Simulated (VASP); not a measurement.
Write the native input for VASP 6.6.1 that does the following.

```
Task                               : single point
Functional                         : PBE-based screened hybrid with 50 % exact exchange
Potentials or basis                : VASP PAW PBE potentials, release 64 (Hf_pv, O)
Cutoff                             : 520 eV
k mesh                             : 5 × 5 × 5
Occupations                        : fermi-dirac, width 0.05 eV
Spin                               : no spin polarisation
Dipole correction                  : no
Grid for exact exchange (PRECFOCK) : Normal
Share of exact exchange            : 0.5
Further INCAR settings             : ALGO = Normal; EDIFF = 1e-06; NBANDS = 18
Screening parameter                : 0.20787 1/Å
```

HfO2:

```
Hf O
1.0
     0.00000    2.55750    2.55750
     2.55750    0.00000    2.55750
     2.55750    2.55750    0.00000
Hf O
1 2
Direct
  0.00000 0.00000 0.00000
  0.75000 0.75000 0.75000
  0.25000 0.25000 0.25000
```

The input as run:

POSCAR

```
HfO2
1.0
    0.0000000000      2.5575000000      2.5575000000
    2.5575000000      0.0000000000      2.5575000000
    2.5575000000      2.5575000000      0.0000000000
Hf O
1 2
Direct
    0.0000000000      0.0000000000      0.0000000000
    0.7500000000      0.7500000000      0.7500000000
    0.2500000000      0.2500000000      0.2500000000
```

INCAR.step1

```
PREC = Accurate
ENCUT = 520
EDIFF = 1E-5
ISMEAR = -1
SIGMA = 0.05
LREAL = F
LASPH = T
NELM = 60
ALGO = Normal
ISIF = 2
LWAVE = T
NBANDS = 18
GGA = PE
```

INCAR.step2

```
PREC = Accurate
ENCUT = 520
EDIFF = 1E-6
ISMEAR = -1
SIGMA = 0.05
LREAL = F
LASPH = T
NELM = 60
ALGO = Normal
ISIF = 2
LWAVE = F
LCHARG = T
GGA = PE
LHFCALC = T
AEXX = 0.5
HFSCREEN = 0.2078699
PRECFOCK = Normal
LELF = T
LVHAR = T
NBANDS = 18
ISTART = 1
```

KPOINTS

```
regular mesh
0
Gamma
  5 5 5
```

Potentials or basis: VASP PAW PBE potentials, release 64 (Hf_pv, O).

Command:

```bash
$ cat potpaw_PBE.64/Hf_pv/POTCAR potpaw_PBE.64/O/POTCAR > POTCAR
$ cp INCAR.step1 INCAR
$ mpirun -np 1 vasp_std > vasp.out
$ cp INCAR.step2 INCAR
$ mpirun -np 1 vasp_std > vasp.out
```

Results of the run:

```json
{
  "Pressure": "-20.0 GPa",
  "Band gap on the k mesh": "7.31 eV (least direct gap 7.56 eV)"
}
```

Caveat: the k points lie up to 0.43 Å⁻¹ apart; the PAW data sets were made with another functional, which shifts forces and pressure a little; spin-orbit coupling is left out, which moves the levels of the heavy elements; an odd mesh through Γ misses points on the zone boundary, where band edges can lie.

Wall time 42 min on 1 thread of AMD EPYC 9755 128-Core Processor, with other jobs on the host, peak memory 0.24 GiB.
